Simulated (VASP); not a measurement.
BP:

```
P B
1.0
     0.00000    2.26900    2.26900
     2.26900    0.00000    2.26900
     2.26900    2.26900    0.00000
P B
1 1
Direct
  0.75000 0.75000 0.75000
  0.00000 0.00000 0.00000
```

- Program: VASP 6.6.1
- Task: relaxation of cell and atoms
- Functional: SVWN5
- Potentials or basis: VASP PAW PBE potentials, release 64 (P, B)
- Cutoff: 600 eV
- k mesh: 10 × 10 × 10
- Occupations: fermi-dirac, width 0.05 eV
- Spin: no spin polarisation

At the start: pressure -4.7 GPa; volume 11.68 Å³/atom.

Problem. Where does the relaxation end?

Solution. Over 3 steps the energy falls by 4.9 meV/atom and the volume is 11.36 Å³/atom (-2.8 %); space group F-43m (No. 216, to 0.05 Å).

The path:
```tsv
step	energy change (eV)	largest force (eV/Å)	pressure (GPa)	volume (Å³)
1	0.0000	0.0000	-4.71	23.36
2	-0.0038	0.0000	3.98	22.22
3	-0.0098	0.0000	-0.01	22.71
```

Final structure:
```yaml
crystal:
  lattice:
    - [0.00000, 2.24772, 2.24772]
    - [2.24772, 0.00000, 2.24772]
    - [2.24772, 2.24772, 0.00000]
  atoms:
    - { symbol: P, position: [0.75000, 0.75000, 0.75000] }
    - { symbol: B, position: [0.00000, 0.00000, 0.00000] }
```

Caveat: the PAW data sets were made with another functional, which shifts forces and pressure a little.
